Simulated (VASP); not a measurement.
A run of VASP 6.6.1 is set up as follows.

Contents of INCAR:

```
ALGO = Normal ; EDIFF = 1E-6
ENCUT = 520 ; GGA = PE
ISIF = 2 ; ISMEAR = 0
LASPH = True ; LCHARG = False
LREAL = False ; LWAVE = False
NBANDS = 24 ; NELM = 100
PREC = Accurate ; SIGMA = 0.05
```

The input KPOINTS:

```
k-points
0
Gamma
  6 6 6
```

Contents of POSCAR:

```
KMgF3
1.0
    4.3047720000      0.0000000000      0.0000000000
    0.0000000000      4.3047720000      0.0000000000
    0.0000000000      0.0000000000      3.8264640000
K Mg F
1 1 3
Direct
    0.5000000000      0.5000000000      0.5000000000
    0.0000000000      0.0000000000      0.0000000000
    0.5000000000      0.0000000000      0.0000000000
    0.0000000000      0.5000000000      0.0000000000
    0.0000000000      0.0000000000      0.5000000000
```

Potentials or basis: VASP PAW PBE potentials, release 64 (K_sv, Mg, F).

Run with:

```bash
$ cat potpaw_PBE.64/K_sv/POTCAR potpaw_PBE.64/Mg/POTCAR potpaw_PBE.64/F/POTCAR > POTCAR
$ mpirun -np 1 vasp_std > vasp.out
```

Problem. Estimate the band gap on the k mesh.

Solution. 6.48 eV (least direct gap 6.73 eV).

Problem. Predict the pressure.

Solution. -2.7 GPa.

Stress tensor (GPa, compression positive):
```
-5.82  0.00  0.00
 0.00 -5.82  0.00
 0.00  0.00  3.41
```

Caveat: the cell differs from its parent crystal (strain +0.080 along x and y, -0.040 along z). A k mesh can miss the band edges.
